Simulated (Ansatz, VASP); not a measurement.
MoS2: VASP beside Ansatz

File INCAR:

```
SYSTEM = MoS2
ALGO = Normal
EDIFF = 1E-6
ENCUT = 520
GGA = PE
ISIF = 2
ISMEAR = -1
LASPH = .True.
LCHARG = .False.
LREAL = .False.
LUSENCCL = .False.
LWAVE = .False.
NBANDS = 35
NELM = 80
PREC = Accurate
SIGMA = 0.05
```

The input KPOINTS:

```
k-points
0
Gamma
  10 10 3
  0 0 0
```

File POSCAR:

```
MoS2
1.0
    3.1690000000      0.0000000000      0.0000000000
   -1.5845000000      2.7444345046      0.0000000000
    0.0000000000      0.0000000000     12.3240000000
Mo S
2 4
Direct
    0.6827430000      0.3398180000      0.7520050000
    0.3392490000      0.6523370000      0.2513720000
    0.6668130000      0.3413290000      0.3788180000
    0.3283820000      0.6473120000      0.8791640000
    0.6719700000      0.3412700000      0.1236710000
    0.3459790000      0.6701320000      0.6228060000
```

input.yaml

```yaml
crystal:
  lattice:
    - [3.169, 0.0, 0.0]
    - [-1.5845, 2.7444345046, 0.0]
    - [0.0, 0.0, 12.324]
  atoms:
    - { symbol: Mo, position: [0.682743, 0.339818, 0.752005] }
    - { symbol: Mo, position: [0.339249, 0.652337, 0.251372] }
    - { symbol: S, position: [0.666813, 0.341329, 0.378818] }
    - { symbol: S, position: [0.328382, 0.647312, 0.879164] }
    - { symbol: S, position: [0.67197, 0.34127, 0.123671] }
    - { symbol: S, position: [0.345979, 0.670132, 0.622806] }
kpoints:
  mp_grid: { grid: [10, 10, 3] }
scf:
  occupations: { method: fermi_dirac, width: 0.05 }
hamiltonian:
  xc: pbe
  pseudopotentials: { kind: all_electron, lapw: { basis_error: 0.001 } }
output:
  forces: true
  stress: true
  eigenvalues: true
  populations: true
```

Change from the starting cell: atoms moved at random, drawn with an rms of 0.05 Å.

Alike in both runs: task single point; functional PBE; k mesh 10 × 10 × 3; occupations fermi-dirac, width 0.05 eV; no spin polarisation.

|  | VASP | Ansatz |
| --- | --- | --- |
| version | VASP 6.6.1 | Ansatz 0.2.0 |
| potentials or method | VASP PAW PBE potentials, release 64 (Mo_sv, S), cutoff 520 eV | all-electron LAPW, scalar-relativistic |

```tsv
	VASP	Ansatz	Ansatz less VASP
gap on the k mesh at the Fermi level (eV)	0.92	0.91	-0.012
least direct gap on the mesh (eV)	1.76	1.75	-0.009
pressure (GPa)	1.1	1.3	+0.16
traceless stress, the component that is largest in VASP (GPa)	1.18	1.19	+0.003
rms of the force components (eV/Å)	0.529	0.529	0.0000
```

Atom by atom the forces differ by 0.006 eV/Å (rms over components). Ansatz ran all-electron here, and VASP with PAW potentials.
